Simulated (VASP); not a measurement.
Wanted: the native input for a VASP 6.6.1 run.

- Task: electric field gradients
- Functional: revPBE
- Potentials or basis: VASP PAW PBE potentials, release 64 (Pb_d)
- Cutoff: 520 eV
- k mesh: 14 × 14 × 8
- Occupations: tetrahedron
- Spin: no spin polarisation
- Dipole correction: no
- Further INCAR settings: ALGO = Normal; EDIFF = 1e-08; NBANDS = 21

The structure of Pb lies in POSCAR:

```
Pb
1.0
    3.5063980399      0.0000000000      0.0000000000
   -1.7531990200      3.0366297783      0.0000000000
    0.0000000000      0.0000000000      5.5061500000
Pb
2
Direct
    0.3333333333      0.6666666667      0.2500000000
    0.6666666667      0.3333333333      0.7500000000
```

This isn't the form of Pb at room conditions, which is fcc.

These files were run (other wordings do the same):

INCAR

```
PREC = Accurate ; ENCUT = 520
EDIFF = 1E-8 ; ISMEAR = -4
SIGMA = 0.1 ; LREAL = F
LASPH = T ; NELM = 60
ALGO = Normal ; ISIF = 2
LWAVE = F ; LCHARG = F
GGA = RE ; LEFG = T
NBANDS = 21
```

KPOINTS

```
Automatic mesh
0
Gamma
  14 14 8
```

Potentials or basis: VASP PAW PBE potentials, release 64 (Pb_d).

The run is started by

```sh
$ cat potpaw_PBE.64/Pb_d/POTCAR > POTCAR
$ mpirun -np 1 vasp_std > vasp.out
```

Results of the run:

```json
{
  "Pressure": "5.6 GPa",
  "Band gap on the k mesh": "zero (bands 14 and 15 overlap by 7.32 eV)",
  "Largest electric field gradient by atom": "Pb -64.0 V/Å²"
}
```

Caveat: the cell stands under pressure; without QUAD_EFG the Cq values of the log hold for a quadrupole moment of 1 mb, not for the nuclei; the PAW data sets were made with another functional, which shifts forces and pressure a little; spin-orbit coupling is left out, which moves the levels of the heavy elements; tetrahedron occupations give inexact forces and stress in metals.

It took 91 s on 1 thread of Intel(R) Xeon(R) Platinum 8488C (Sapphire Rapids), with other jobs on the host, peak memory 0.26 GiB.
